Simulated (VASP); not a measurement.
A run of VASP 6.6.1 is set up as follows.

INCAR

```
SYSTEM = MgO
PREC     = Accurate       ! precision mode
ENCUT    = 520            ! plane-wave cutoff, eV
EDIFF    = 1E-7           ! SCF threshold, eV
ISMEAR   = 0              ! smearing method
SIGMA    = 0.05           ! smearing width, eV
LREAL    = .False.        ! projectors in reciprocal space
LASPH    = .True.         ! aspherical terms in the spheres
NELM     = 100            ! most SCF steps
ALGO     = Normal         ! electronic algorithm
ISIF     = 2              ! what is computed and relaxed
LWAVE    = .False.        ! write WAVECAR
LCHARG   = .False.        ! write CHGCAR
GGA      = PS             ! functional
NBANDS   = 16             ! bands
```

The input KPOINTS:

```
regular mesh
0
Gamma
  9 9 6
  0 0 0
```

POSCAR

```
MgO
1.0
    3.4191000000      0.0000000000      0.0000000000
   -1.7095500000      2.9610274581      0.0000000000
    0.0000000000      0.0000000000      5.2202000000
Mg O
2 2
Direct
    0.3333333333      0.6666666667      0.0036583380
    0.6666666667      0.3333333333      0.5036583380
    0.3333333333      0.6666666667      0.4009416620
    0.6666666667      0.3333333333      0.9009416620
```

Potentials or basis: VASP PAW PBE potentials, release 64 (Mg, O).

Run with:

```bash
$ cat potpaw_PBE.64/Mg/POTCAR potpaw_PBE.64/O/POTCAR > POTCAR
$ mpirun -np 1 vasp_std > vasp.out
```

Task: Estimate the band gap on the k mesh.

Result: 2.81 eV, direct.

Task: What does it give for the largest force?

Result: 0.110 eV/Å.

Task: What does it give for the pressure?

Result: -10.8 GPa.

Forces in eV/Å, atoms in the order of the input:
```
Mg   0.000  0.000  0.110
Mg   0.000  0.000  0.110
O    0.000  0.000 -0.110
O    0.000  0.000 -0.110
```

Caveat: the PAW data sets were made with another functional, which shifts forces and pressure a little. A k mesh can miss the band edges.
